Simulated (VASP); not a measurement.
Write the native input for VASP 6.6.1 that does the following.

- Task: single point
- Functional: r2SCAN
- Potentials or basis: VASP PAW PBE potentials, release 64 (Zn, S)
- Cutoff: 520 eV
- k mesh: 8 × 8 × 8
- Occupations: gaussian, width 0.05 eV
- Spin: no spin polarisation
- Dipole correction: no
- Further INCAR settings: ALGO = Normal; EDIFF = 1e-07; NBANDS = 16

Crystal: ZnS.

```
Zn S
1.0
     0.00000    2.70465    2.70465
     2.70465    0.00000    2.70465
     2.70465    2.70465    0.00000
Zn S
1 1
Cartesian
  -0.0722 -0.0722 -0.0722
  4.0570 4.0570 4.0570
```

This cell differs from its parent crystal: all Zn atoms moved +0.125 Å, as atom 1 towards its neighbour atom 2 (S) at 2.342 Å.

These files were run (other wordings do the same):

POSCAR

```
ZnS
1.0
    0.0000000000      2.7046500000      2.7046500000
    2.7046500000      0.0000000000      2.7046500000
    2.7046500000      2.7046500000      0.0000000000
Zn S
1 1
Direct
   -0.0133416123     -0.0133416123     -0.0133416123
    0.7500000000      0.7500000000      0.7500000000
```

INCAR.step1

```
SYSTEM = ZnS
ALGO = Normal
EDIFF = 1E-4
ENCUT = 520
GGA = PE
ISMEAR = 0
LASPH = .True.
LCHARG = .False.
LREAL = .False.
LWAVE = .True.
NBANDS = 16
NELM = 100
PREC = Accurate
SIGMA = 0.05
```

INCAR.step2

```
SYSTEM = ZnS
ALGO = Normal
EDIFF = 1E-7
ENCUT = 520
ISIF = 2
ISMEAR = 0
ISTART = 1
LASPH = .True.
LCHARG = .True.
LELF = .True.
LMIXTAU = .True.
LREAL = .False.
LVHAR = .True.
LWAVE = .False.
METAGGA = R2SCAN
NBANDS = 16
NELM = 100
PREC = Accurate
SIGMA = 0.05
```

KPOINTS

```
k-points
0
Gamma
  8 8 8
  0 0 0
```

Potentials or basis: VASP PAW PBE potentials, release 64 (Zn, S).

The run is started by

```sh
$ cat potpaw_PBE.64/Zn/POTCAR potpaw_PBE.64/S/POTCAR > POTCAR
$ cp INCAR.step1 INCAR
$ mpirun -np 1 vasp_std > vasp.out
$ cp INCAR.step2 INCAR
$ mpirun -np 1 vasp_std > vasp.out
```

Results of the run:

| Item | Value |
| --- | --- |
| Pressure | -0.2 GPa |
| Largest force | 0.955 eV/Å |
| Band gap on the k mesh | 2.61 eV, direct |

Caveat: the cell differs from its parent crystal (all Zn atoms moved +0.125 Å, as atom 1 towards its neighbour atom 2 (S) at 2.342 Å); the PAW data sets were made with another functional, which shifts forces and pressure a little.

Wall time 2.3 min on 1 thread of Intel(R) Xeon(R) Platinum 8259CL CPU @ 2.50GHz (Skylake/Cascade Lake), with other jobs on the host, peak memory 0.19 GiB.
